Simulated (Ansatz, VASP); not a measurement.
## Two plane-wave programs on MnS

```
Mn S
1.0
     0.00000    2.47346    2.47346
     2.47346    0.00000    2.47346
     2.47346    2.47346    0.00000
Mn S
1 1
Direct
  0.00000 0.00000 0.00000
  0.75000 0.75000 0.75000
```

Alike in both runs: task single point; functional PBE; k mesh 9 × 9 × 9; occupations gaussian, width 0.022 eV; collinear spin.

```csv
,VASP,Ansatz
version,VASP 6.6.1,Ansatz 0.2.0
potentials or method,"VASP PAW PBE potentials, release 64 (Mn_pv, S)",Ansatz PAW
plane-wave cutoff (eV),520,420
valence electrons in the cell,19,21
```

Ansatz gave:

```
gap on the k mesh at the Fermi level (eV)                     : none
pressure (GPa)                                                : 2.9
net moment per atom (μB)                                      : 0.11
size of the moment on the site where the two differ most (μB) : 0.19
```

Question: Which values does VASP return?

Answer: gap on the k mesh at the Fermi level (eV): none; pressure (GPa): 3.0; net moment per atom (μB): 0.11; size of the moment on the site where the two differ most (μB): 0.22.

Site moments also hang on the region over which each program counts them. A gap of «none» marks a metal or a gap that the smearing closes. VASP's potentials hold 19 valence electrons a cell and Ansatz's 21, so a difference there can come from the potentials and not from the codes.
